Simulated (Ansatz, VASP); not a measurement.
One calculation of Cu, two programs

INCAR

```
ALGO = Normal
EDIFF = 1E-6
ENCUT = 520
GGA = PE
GGA_COMPAT = F
ISIF = 2
ISMEAR = -1
LASPH = T
LCHARG = F
LREAL = F
LWAVE = F
NBANDS = 72
NELM = 120
PREC = Accurate
SIGMA = 0.15
```

The input KPOINTS:

```
k-points
0
Gamma
  2 3 3
```

File POSCAR:

```
Cu
1.0
    0.0000000000      5.4225000000      5.4225000000
    3.6150000000      0.0000000000      3.6150000000
    3.6150000000      3.6150000000      0.0000000000
Cu
11
Direct
    0.0000000000      0.0000000000      0.5000000000
    0.0000000000      0.5000000000      0.0000000000
    0.0000000000      0.5000000000      0.5000000000
    0.3333333333      0.0000000000      0.0000000000
    0.3333333333      0.0000000000      0.5000000000
    0.3333333333      0.5000000000      0.0000000000
    0.3333333333      0.5000000000      0.5000000000
    0.6666666667      0.0000000000      0.0000000000
    0.6666666667      0.0000000000      0.5000000000
    0.6666666667      0.5000000000      0.0000000000
    0.6666666667      0.5000000000      0.5000000000
```

Input for Ansatz:

```yaml
crystal:
  lattice:
    - [0.0, 1.8075, 1.8075]
    - [1.8075, 0.0, 1.8075]
    - [1.8075, 1.8075, 0.0]
  atoms:
    - { symbol: Cu, position: [0.0, 0.0, 0.0] }
  supercell: [3, 2, 2]
  defects:
    - { vacancy: 0 }
kpoints:
  mp_grid:
    grid: [2, 3, 3]
    shift: [0.0, 0.0, 0.0]
hamiltonian:
  xc: pbe
scf:
  occupations:
    method: fermi_dirac
    width: 0.15
output:
  forces: true
  eigenvalues: true
```

Alike in both runs: task single point; functional PBE; k mesh 2 × 3 × 3; occupations fermi-dirac, width 0.15 eV; no spin polarisation.

|  | VASP | Ansatz |
| --- | --- | --- |
| version | VASP 6.6.1 | Ansatz 0.2.0 |
| potentials or method | VASP PAW PBE potentials, release 64 (Cu) | plane waves, PAW |
| plane-wave cutoff (eV) | 520 | 420 |
| valence electrons in the cell | 121 | 209 |

```csv
,VASP,Ansatz,Ansatz less VASP
gap on the k mesh at the Fermi level (eV),none,none,-
rms of the force components (eV/Å),0.078,0.078,-0.0004
```

Atom by atom the forces differ by 0.002 eV/Å (rms over components). A gap of «none» marks a metal or a gap that the smearing closes. The functional is the same, so the differences come from potentials, cutoffs and numerics. VASP's potentials hold 121 valence electrons a cell and Ansatz's 209, so a difference there can come from the potentials and not from the codes.

The k mesh is coarse, so the values compare programs but aren't converged.
